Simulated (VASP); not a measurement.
A run of VASP 6.6.1:

POSCAR

```
Al2O3
1.0
    2.3788962493      1.3734563899      4.3307366642
   -2.3788962493      1.3734563899      4.3307366642
    0.0000000000     -2.7469127798      4.3307366642
Al O
4 6
Direct
    0.3518448484      0.3518448484      0.3518448484
    0.1481551516      0.1481551516      0.1481551516
    0.6481551516      0.6481551516      0.6481551516
    0.8518448484      0.8518448484      0.8518448484
    0.5563253508      0.9436746492      0.2500000000
    0.2500000000      0.5563253508      0.9436746492
    0.9436746492      0.2500000000      0.5563253508
    0.4436746492      0.0563253508      0.7500000000
    0.7500000000      0.4436746492      0.0563253508
    0.0563253508      0.7500000000      0.4436746492
```

Contents of INCAR.step1:

```
PREC = Accurate
ENCUT = 520
ISMEAR = 0
SIGMA = 0.02
LREAL = F
LASPH = T
NELM = 80
NBANDS = 35
GGA = PE
ALGO = Normal
EDIFF = 1E-4
LWAVE = T
LCHARG = F
```

Contents of INCAR.step2:

```
PREC = Accurate
ENCUT = 520
EDIFF = 1E-6
ISMEAR = 0
SIGMA = 0.02
LREAL = F
LASPH = T
NELM = 80
ALGO = Normal
ISIF = 2
LWAVE = F
LCHARG = F
METAGGA = R2SCAN
LMIXTAU = T
NBANDS = 35
ISTART = 1
```

KPOINTS

```
regular mesh
0
Gamma
  6 6 6
```

Potentials or basis: VASP PAW PBE potentials, release 64 (Al, O).

The run is started by

```console
$ cat potpaw_PBE.64/Al/POTCAR potpaw_PBE.64/O/POTCAR > POTCAR
$ cp INCAR.step1 INCAR
$ mpirun -np 1 vasp_std > vasp.out
$ cp INCAR.step2 INCAR
$ mpirun -np 1 vasp_std > vasp.out
```

Hardware: 1 thread of Intel Xeon 8259CL, on a shared host.

How long does it take, and how much memory?

Run time: 8.9 min on 1 thread of Intel Xeon 8259CL, with other jobs on the host, peak memory 0.29 GiB. Counts: k points 32.
